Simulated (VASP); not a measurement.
# FeO (P-1) in VASP: notebook

FeO is run at these levels: PBE+U; tasks: single point.

Program: VASP 6.6.1. These are calculated values, not measurements. Logs are shortened: lines on timing, memory, paths and dates and some standing lists are left out, and cuts for length are marked.

## Step 1: The cell of the first run

The typed cell holds 4 atoms: a = 3.008 Å, b = 3.042 Å, c = 5.203 Å, α = 87.04°, β = 88.50°, γ = 60.44°.

## Step 2: Single point, PBE+U

INCAR reads:

```
  ALGO = Normal
  EDIFF = 1E-7
  ENCUT = 520
  GGA = PE
  ISIF = 2
  ISMEAR = 0
  LASPH = True
  LCHARG = False
  LDAU = True
  LDAUJ = 0 0
  LDAUL = 2 -1
  LDAUPRINT = 1
  LDAUTYPE = 2
  LDAUU = 5.3 0
  LMAXMIX = 4
  LREAL = False
  LWAVE = False
  NBANDS = 22
  NELM = 150
  PREC = Accurate
  SIGMA = 0.02
```

KPOINTS reads:

```
k-points
0
Gamma
  10 10 6
```

POSCAR reads:

```
FeO
1.0
    3.0076528905      0.0000000000      0.0000000000
    1.5010296039      2.6461080413      0.0000000000
    0.1363342249      0.2312861887      5.1964379670
Fe O
2 2
Direct
    0.5000000000      0.5000000000      0.0000000000
    0.5000000000      0.5000000000      0.5000000000
    0.1637630000      0.1709330000      0.2557010000
    0.8362370000      0.8290670000      0.7442990000
```

Potentials or basis: VASP PAW PBE potentials, release 64 (Fe, O).

The run is started by

```bash
$ cat potpaw_PBE.64/Fe/POTCAR potpaw_PBE.64/O/POTCAR > POTCAR
$ mpirun -np 1 vasp_std > vasp.out
```

OUTCAR:

```text
EDIFF = 1E-7
   ENCUT = 520
   GGA = PE
   ISIF = 2
   ISMEAR = 0
   LASPH = True
   LREAL = False
   NELM = 150
   PREC = Accurate

 ion  position               nearest neighbor table
   1  0.500  0.500  0.000-   3 2.14   4 2.14   3 2.19   4 2.19   4 2.27   3 2.27   2 2.60   2 2.60

   2  0.500  0.500  0.500-   3 2.14   4 2.14   3 2.15   4 2.15   3 2.20   4 2.20   1 2.60   1 2.60

   3  0.164  0.171  0.256-   2 2.14   1 2.14   2 2.15   1 2.19   2 2.20   1 2.27
   4  0.836  0.829  0.744-   2 2.14   1 2.14   2 2.15   1 2.19   2 2.20   1 2.27

  LATTYP: Found a triclinic cell.
 ALAT       =     3.0421994737
 B/A-ratio  =     0.9886442084
 C/A-ratio  =     1.7103970140
 COS(alpha) =     0.0262011454
 COS(beta)  =     0.0515897754
 COS(gamma) =     0.4934027558

  Lattice vectors:

 A1 = (  -1.5010296039,  -2.6461080413,   0.0000000000)
 A2 = (  -3.0076528905,   0.0000000000,   0.0000000000)
 A3 = (  -0.1363342249,  -0.2312861887,  -5.1964379670)

Analysis of symmetry for initial positions (statically):
=====================================================================
 Subroutine PRICEL returns:
 Original cell was already a primitive cell.

 Routine SETGRP: Setting up the symmetry group for a
 triclinic supercell.

 Subroutine GETGRP returns: Found  2 space group operations
 (whereof  2 operations were pure point group operations)
 out of a pool of  2 trial point group operations.

The static configuration has the point symmetry S_2 .

Analysis of symmetry for dynamics (positions and initial velocities):
=====================================================================
 Subroutine PRICEL returns:
 Original cell was already a primitive cell.

 Routine SETGRP: Setting up the symmetry group for a
 triclinic supercell.

 Subroutine GETGRP returns: Found  2 space group operations
 (whereof  2 operations were pure point group operations)
 out of a pool of  2 trial point group operations.

The dynamic configuration has the point symmetry S_2 .

 Subroutine INISYM returns: Found  2 space group operations
 (whereof  2 operations are pure point group operations),
 and found     1 'primitive' translations

----------------------------------------------------------------------------------------

                                     Primitive cell

  volume of cell :      41.3562

  direct lattice vectors                    reciprocal lattice vectors
     3.007652891  0.000000000  0.000000000     0.332485176 -0.188605334 -0.000328552
     1.501029604  2.646108041  0.000000000     0.000000000  0.377913518 -0.016820402
     0.136334225  0.231286189  5.196437967     0.000000000  0.000000000  0.192439515

  length of vectors
     3.007652891  3.042199474  5.203368896     0.382254460  0.378287660  0.192439515

  position of ions in fractional coordinates (direct lattice)
     0.500000000  0.500000000  0.000000000
     0.500000000  0.500000000  0.500000000
     0.163763000  0.170933000  0.255701000
     0.836237000  0.829067000  0.744299000

  ion indices of the primitive-cell ions
   primitive index   ion index
                 1           1
                 2           2
                 3           3
                 4           4

----------------------------------------------------------------------------------------

 KPOINTS: k-points

Automatic generation of k-mesh.
 Grid dimensions read from file:
 generate k-points for:   10   10    6

 Generating k-lattice:

  Cartesian coordinates                     Fractional coordinates (reciprocal lattice)
     0.033248518 -0.018860533 -0.000032855     0.100000000  0.000000000  0.000000000
     0.000000000  0.037791352 -0.001682040     0.000000000  0.100000000  0.000000000
     0.000000000  0.000000000  0.032073252     0.000000000  0.000000000  0.166666667

  Length of vectors
     0.038225446  0.037828766  0.032073252

  Shift w.r.t. Gamma in fractional coordinates (k-lattice)
     0.000000000  0.000000000  0.000000000

 Subroutine IBZKPT returns following result:
[... 50 lines left out ...]
   LREAL  =      F    real-space projection
   EDIFFG = 0.1E-05   stopping-criterion for IOM
   NSW    =      0    number of steps for IOM
   IBRION =     -1    ionic relax: 0-MD 1-quasi-New 2-CG
   NFREE  =      0    steps in history (QN), initial steepest desc. (CG)
   ISIF   =      2    stress and relaxation
   ISYM   =      2    0-nonsym 1-usesym 2-fastsym
   POTIM  = 0.5000    time-step for ionic-motion
   TEBEG  =    0.0;   TEEND  =   0.0 temperature during run
   PSTRESS=    0.0 pullay stress
   NELECT =      28.0000    total number of electrons
   NUPDOWN=      -1.0000    fix difference up-down
   EMIN   =  10.00;   EMAX   =-10.00  energy-range for DOS
   EFERMI =   0.00;   METHOD = LEGACY
   ISMEAR =     0;   SIGMA  =   0.02  broadening in eV -4-tet -1-fermi 0-gaus
   EFERMI_NEDOS =   21; number of points for ismear=-14 and -15
   IALGO  =     38    algorithm
   IMIX   =      4    mixing-type and parameters
     AMIX     =   0.40;   BMIX     =  1.00
     AMIX_MAG =   1.60;   BMIX_MAG =  1.00
  volume/ion in A,a.u.               =      10.34        69.77
  Fermi-wavevector in a.u.,A,eV,Ry     =   1.437520  2.716518 28.115938  2.066463
  Thomas-Fermi vector in A             =   2.556588
   LORBIT       =      0    0 simple, 1 ext, 2 COOP (PROOUT), +10 PAW based schemes
 LDA+U is selected, type is set to LDAUTYPE =  2
   angular momentum for each species LDAUL =     2   -1
   U (eV)           for each species LDAUU =   5.3  0.0
   J (eV)           for each species LDAUJ =   0.0  0.0
   GGA     = PE    functional components
   LHFCALC =     F    Hartree Fock is set to
   AEXX    =    0.0000 exact exchange contribution
   IVDW    =     0    specifies the selected vdW correction
   LEPSILON=     F    determine dielectric tensor
   LRPA    =     F    only Hartree local field effects (RPA)
 non-spin polarized calculation
 Gauss-broadening in eV      SIGMA  =   0.02
  energy-cutoff  :      520.00
  volume of cell :       41.36
 maximum number of plane-waves:      1129
 NGX is ok and might be reduce to    24
   NGX = 11   NGY = 11   NGZ = 19

atom =   1  type =  1  l = 2

 onsite density matrix

spin component  1

  0.7193 -0.0067 -0.0087  0.3766  0.0130
 -0.0067  0.4102  0.0266 -0.0073  0.4061
 -0.0087  0.0266  0.9669  0.0133 -0.0206
  0.3766 -0.0073  0.0133  0.3786 -0.0078
  0.0130  0.4061 -0.0206 -0.0078  0.6647

spin component  2

  0.7193 -0.0067 -0.0087  0.3766  0.0130
 -0.0067  0.4102  0.0266 -0.0073  0.4061
 -0.0087  0.0266  0.9669  0.0133 -0.0206
  0.3766 -0.0073  0.0133  0.3786 -0.0078
  0.0130  0.4061 -0.0206 -0.0078  0.6647

 occupancies and eigenvectors

  o =  0.1093  v = -0.1219 -0.7866  0.0345  0.1642  0.5816  0.0000  0.0000  0.0000  0.0000  0.0000      0.0000  0.0000  0.0000  0.0000  0.0000  0.0000  0.0000  0.0000  0.0000  0.0000
  o =  0.1093  v =  0.0000  0.0000  0.0000  0.0000  0.0000 -0.1219 -0.7866  0.0345  0.1642  0.5816      0.0000  0.0000  0.0000  0.0000  0.0000  0.0000  0.0000  0.0000  0.0000  0.0000
  o =  0.1363  v =  0.5282 -0.1724  0.0269 -0.8239  0.1085  0.0000  0.0000  0.0000  0.0000  0.0000      0.0000  0.0000  0.0000  0.0000  0.0000  0.0000  0.0000  0.0000  0.0000  0.0000
  o =  0.1363  v =  0.0000  0.0000  0.0000  0.0000  0.0000  0.5282 -0.1724  0.0269 -0.8239  0.1085      0.0000  0.0000  0.0000  0.0000  0.0000  0.0000  0.0000  0.0000  0.0000  0.0000
  o =  0.9622  v =  0.7797  0.2015  0.1393  0.4999  0.2866  0.0000  0.0000  0.0000  0.0000  0.0000      0.0000  0.0000  0.0000  0.0000  0.0000  0.0000  0.0000  0.0000  0.0000  0.0000
  o =  0.9622  v =  0.0000  0.0000  0.0000  0.0000  0.0000  0.7797  0.2015  0.1393  0.4999  0.2866      0.0000  0.0000  0.0000  0.0000  0.0000  0.0000  0.0000  0.0000  0.0000  0.0000
  o =  0.9631  v =  0.0000  0.0000  0.0000  0.0000  0.0000  0.3044 -0.5517 -0.1494  0.2093 -0.7327      0.0000  0.0000  0.0000  0.0000  0.0000  0.0000  0.0000  0.0000  0.0000  0.0000
  o =  0.9631  v =  0.3044 -0.5517 -0.1494  0.2093 -0.7327  0.0000  0.0000  0.0000  0.0000  0.0000      0.0000  0.0000  0.0000  0.0000  0.0000  0.0000  0.0000  0.0000  0.0000  0.0000
  o =  0.9687  v =  0.0748  0.0805 -0.9779  0.0224  0.1763  0.0000  0.0000  0.0000  0.0000  0.0000      0.0000  0.0000  0.0000  0.0000  0.0000  0.0000  0.0000  0.0000  0.0000  0.0000
  o =  0.9687  v =  0.0000  0.0000  0.0000  0.0000  0.0000  0.0748  0.0805 -0.9779  0.0224  0.1763      0.0000  0.0000  0.0000  0.0000  0.0000  0.0000  0.0000  0.0000  0.0000  0.0000

atom =   2  type =  1  l = 2

 onsite density matrix

spin component  1

  0.6685 -0.0081  0.0110 -0.4007 -0.0154
 -0.0081  0.3879  0.0183  0.0107 -0.3819
  0.0110  0.0183  0.9669  0.0136  0.0129
 -0.4007  0.0107  0.0136  0.4186 -0.0068
 -0.0154 -0.3819  0.0129 -0.0068  0.7098

spin component  2

  0.6685 -0.0081  0.0110 -0.4007 -0.0154
 -0.0081  0.3879  0.0183  0.0107 -0.3819
  0.0110  0.0183  0.9669  0.0136  0.0129
 -0.4007  0.0107  0.0136  0.4186 -0.0068
 -0.0154 -0.3819  0.0129 -0.0068  0.7098

 occupancies and eigenvectors

  o =  0.1209  v = -0.5507 -0.3175  0.0293 -0.7365 -0.2295  0.0000  0.0000  0.0000  0.0000  0.0000      0.0000  0.0000  0.0000  0.0000  0.0000  0.0000  0.0000  0.0000  0.0000  0.0000
  o =  0.1209  v =  0.0000  0.0000  0.0000  0.0000  0.0000 -0.5507 -0.3175  0.0293 -0.7365 -0.2295      0.0000  0.0000  0.0000  0.0000  0.0000  0.0000  0.0000  0.0000  0.0000  0.0000
  o =  0.1358  v =  0.2186 -0.7699  0.0165  0.3259 -0.5029  0.0000  0.0000  0.0000  0.0000  0.0000      0.0000  0.0000  0.0000  0.0000  0.0000  0.0000  0.0000  0.0000  0.0000  0.0000
  o =  0.1358  v =  0.0000  0.0000  0.0000  0.0000  0.0000  0.2186 -0.7699  0.0165  0.3259 -0.5029      0.0000  0.0000  0.0000  0.0000  0.0000  0.0000  0.0000  0.0000  0.0000  0.0000
  o =  0.9635  v =  0.0000  0.0000  0.0000  0.0000  0.0000 -0.4813 -0.4384 -0.0022  0.3368  0.6802      0.0000  0.0000  0.0000  0.0000  0.0000  0.0000  0.0000  0.0000  0.0000  0.0000
  o =  0.9635  v = -0.4813 -0.4384 -0.0022  0.3368  0.6802  0.0000  0.0000  0.0000  0.0000  0.0000      0.0000  0.0000  0.0000  0.0000  0.0000  0.0000  0.0000  0.0000  0.0000  0.0000
  o =  0.9636  v =  0.6394 -0.3372 -0.1251 -0.4858  0.4752  0.0000  0.0000  0.0000  0.0000  0.0000      0.0000  0.0000  0.0000  0.0000  0.0000  0.0000  0.0000  0.0000  0.0000  0.0000
  o =  0.9636  v =  0.0000  0.0000  0.0000  0.0000  0.0000  0.6394 -0.3372 -0.1251 -0.4858  0.4752      0.0000  0.0000  0.0000  0.0000  0.0000  0.0000  0.0000  0.0000  0.0000  0.0000
  o =  0.9680  v = -0.0923  0.0214 -0.9916  0.0442 -0.0767  0.0000  0.0000  0.0000  0.0000  0.0000      0.0000  0.0000  0.0000  0.0000  0.0000  0.0000  0.0000  0.0000  0.0000  0.0000
  o =  0.9680  v =  0.0000  0.0000  0.0000  0.0000  0.0000 -0.0923  0.0214 -0.9916  0.0442 -0.0767      0.0000  0.0000  0.0000  0.0000  0.0000  0.0000  0.0000  0.0000  0.0000  0.0000

 number of electron      27.9999997 magnetization

 Free energy of the ion-electron system (eV)
  ---------------------------------------------------
  ext. energy  EPLUGINS =         0.00000000
  ---------------------------------------------------
  free energy    TOTEN  =       -22.16364339 eV

  energy without entropy =      -22.16364339  energy(sigma->0) =      -22.16364339

 E-fermi :   3.4600     XC(G=0): -11.9264

 val. band max:        3.2959165626   @ k =   0.0000   0.0000   0.0000
 cond. band min:       5.8878905209   @ k =   0.0000   0.0000   0.0000
 fundamental gap:      2.5919739583
 Fermi energy:         3.4600209044

 k-point     1 :       0.0000    0.0000    0.0000
  band No.  band energies     occupation
      1     -14.7037      2.00000
      2     -13.7398      2.00000
      3      -2.7495      2.00000
      4       0.0396      2.00000
      5       0.2999      2.00000
      6       0.3945      2.00000
[... 589 lines left out ...]
     21      14.0520      0.00000
     22      15.0390      0.00000

 [... further k-points ...]

------------------------ aborting loop because EDIFF is reached ----------------------------------------

  FORCE on cell =-STRESS in cart. coord.  units (eV):
  Direction    XX          YY          ZZ          XY          YZ          ZX
  --------------------------------------------------------------------------------------
  -------------------------------------------------------------------------------------
  Total       -4.6157123     -5.1517813     -5.2562224      0.0266896     -0.6554918     -0.4837726
  in kB     -178.8167823   -199.5845714   -203.6307116      1.0339775    -25.3943328    -18.7417806
  external PRESSURE =    -194.0106885 kB  Pullay stress =       0.0000000 kB

 VOLUME and BASIS-vectors are now :
 -----------------------------------------------------------------------------
  energy-cutoff  :      520.00
  volume of cell :       41.36
      direct lattice vectors                 reciprocal lattice vectors
     3.007652891  0.000000000  0.000000000     0.332485176 -0.188605334 -0.000328552
     1.501029604  2.646108041  0.000000000     0.000000000  0.377913518 -0.016820402
     0.136334225  0.231286189  5.196437967     0.000000000  0.000000000  0.192439515

 POSITION                                       TOTAL-FORCE (eV/Angst)
 -----------------------------------------------------------------------------------
      2.25434      1.32305      0.00000         0.000000      0.000000      0.000000
      2.32251      1.43870      2.59822         0.000000     -0.000000      0.000000
      0.78398      0.51145      1.32873         0.007202     -0.041716     -0.314616
      3.86104      2.36595      3.86770        -0.007202      0.041716      0.314616
 -----------------------------------------------------------------------------------
    total drift:                                0.000000     -0.000000      0.000000

  FREE ENERGIE OF THE ION-ELECTRON SYSTEM (eV)
  ---------------------------------------------------
  free  energy   TOTEN  =       -22.1636433861 eV

  energy  without entropy=      -22.1636433861  energy(sigma->0) =      -22.16364339
```

Run time: 13 min. Hardware: 1 thread of Oxide Virtual Turin-like, shared host; peak memory 0.32 GiB.

Results:

| Property | Result |
| --- | --- |
| Free energy | -22.1636 eV |
| Pressure | -19.4 GPa |
| Largest force | 0.317 eV/Å |
| Band gap on the k mesh | 2.59 eV, direct |

Forces on the atoms (eV/Å):
```
Fe   0.000  0.000  0.000
Fe   0.000  0.000  0.000
O    0.007 -0.042 -0.315
O   -0.007  0.042  0.315
```

Levels at points of the mesh, in eV from the valence-band top:
```tsv
k point	band 10	band 11	band 12	band 13	band 14	band 15	band 16	band 17	band 18	band 19
(0.00, 0.00, 0.00)	-1.46	-1.31	-1.18	-1.15	0.00	2.59	2.98	3.25	4.36	4.43
(0.50, 0.00, 0.00)	-1.27	-1.02	-0.72	-0.59	-0.45	3.13	3.33	4.53	4.73	7.49
(0.00, 0.50, 0.00)	-1.28	-1.05	-0.74	-0.59	-0.46	3.18	3.27	4.57	4.66	7.59
(0.50, 0.50, 0.00)	-1.23	-0.98	-0.76	-0.62	-0.42	3.17	3.28	4.59	4.70	7.52
(0.00, 0.00, 0.50)	-1.42	-1.26	-1.15	-1.14	-1.04	3.40	3.70	3.79	3.99	5.35
(0.50, 0.00, 0.50)	-1.73	-0.92	-0.75	-0.72	-0.58	3.60	3.88	3.97	4.09	7.85
(0.00, 0.50, 0.50)	-1.79	-1.00	-0.73	-0.69	-0.63	3.70	3.80	3.95	4.09	7.71
(0.50, 0.50, 0.50)	-1.63	-0.86	-0.78	-0.78	-0.54	3.61	3.87	4.02	4.08	7.88
```

Eigenvalues of the final occupation matrices:
```csv
site,spin,trace,eigenvalues
site 1 d,1,3.14,0.11 0.14 0.96 0.96 0.97
site 1 d,2,3.14,0.11 0.14 0.96 0.96 0.97
site 2 d,1,3.15,0.12 0.14 0.96 0.96 0.97
site 2 d,2,3.15,0.12 0.14 0.96 0.96 0.97
```

A k mesh can miss the band edges. Spin polarisation is off, so any magnetic state and its effect on volume and gap are missing.

## Step 3: Single point, PBE+U

This run uses another cell than the first one, of 10.77 Å³/atom, 1.042 times its volume.

INCAR reads:

```
SYSTEM = FeO
PREC     = Accurate       ! precision mode
ENCUT    = 520            ! plane-wave cutoff, eV
EDIFF    = 1E-7           ! SCF threshold, eV
ISMEAR   = 0              ! smearing method
SIGMA    = 0.02           ! smearing width, eV
LREAL    = .False.        ! projectors in reciprocal space
LASPH    = .True.         ! aspherical terms in the spheres
NELM     = 150            ! most SCF steps
ALGO     = Normal         ! electronic algorithm
ISIF     = 2              ! what is computed and relaxed
LWAVE    = .False.        ! write WAVECAR
LCHARG   = .True.         ! write CHGCAR
LMAXMIX  = 4              ! l up to which the mixer works
LDAU     = .True.         ! DFT+U
LDAUTYPE = 2            
LDAUL    = 2 -1           ! shell
LDAUU    = 5.3 0          ! U, eV
LDAUJ    = 0 0          
LDAUPRINT= 1            
GGA      = PE             ! functional
LELF     = .True.         ! ELF
LVHAR    = .True.       
NBANDS   = 22             ! bands
```

KPOINTS reads:

```
Automatic mesh
0
Gamma
  10 10 6
  0 0 0
```

POSCAR reads:

```
FeO
1.0
    3.0488587354      0.0000000000      0.0000000000
    1.5215942087      2.6823606015      0.0000000000
    0.1382020491      0.2344548864      5.2676308955
Fe O
2 2
Direct
    0.5000000000      0.5000000000      0.0000000000
    0.5000000000      0.5000000000      0.5000000000
    0.1637630000      0.1709330000      0.2557010000
    0.8362370000      0.8290670000      0.7442990000
```

Potentials or basis: VASP PAW PBE potentials, release 64 (Fe, O).

The run is started by

```bash
$ cat potpaw_PBE.64/Fe/POTCAR potpaw_PBE.64/O/POTCAR > POTCAR
$ mpirun -np 1 vasp_std > vasp.out
```

Run time: 9.5 min. Hardware: 1 thread of Oxide Virtual Turin-like, shared host; peak memory 0.32 GiB.

The run converged. Its results:

```
Free energy            : -21.9341 eV
Pressure               : -23.5 GPa
Largest force          : 0.288 eV/Å
Band gap on the k mesh : 2.55 eV, direct
```

Forces on the atoms (eV/Å):
```
Fe   0.000  0.000  0.000
Fe   0.000  0.000  0.000
O    0.009 -0.021 -0.287
O   -0.009  0.021  0.287
```

Stress tensor (GPa, compression positive):
```
-21.82   0.12  -1.49
  0.12 -23.56  -1.98
 -1.49  -1.98 -25.05
```

Levels at points of the mesh, in eV from the valence-band top:
```
           k point  band 11  band 12  band 13  band 14  band 15  band 16  band 17  band 18
(0.00, 0.00, 0.00)    -1.20    -0.96    -0.92     0.00     2.55     3.07     3.25     4.36
(0.50, 0.00, 0.00)    -0.98    -0.66    -0.54    -0.44     3.18     3.37     4.52     4.71
(0.00, 0.50, 0.00)    -1.01    -0.68    -0.54    -0.45     3.23     3.32     4.55     4.64
(0.50, 0.50, 0.00)    -0.95    -0.69    -0.58    -0.40     3.23     3.33     4.58     4.68
(0.00, 0.00, 0.50)    -1.13    -1.05    -1.00    -0.91     3.45     3.74     3.83     4.03
(0.50, 0.00, 0.50)    -0.85    -0.70    -0.67    -0.54     3.63     3.89     3.99     4.10
(0.00, 0.50, 0.50)    -0.94    -0.68    -0.63    -0.58     3.72     3.83     3.97     4.09
(0.50, 0.50, 0.50)    -0.80    -0.73    -0.73    -0.50     3.65     3.87     4.01     4.10
```

Eigenvalues of the final occupation matrices:
```csv
site,spin,trace,eigenvalues
site 1 d,1,3.12,0.10 0.13 0.96 0.96 0.97
site 1 d,2,3.12,0.10 0.13 0.96 0.96 0.97
site 2 d,1,3.14,0.11 0.13 0.96 0.96 0.97
site 2 d,2,3.14,0.11 0.13 0.96 0.96 0.97
```
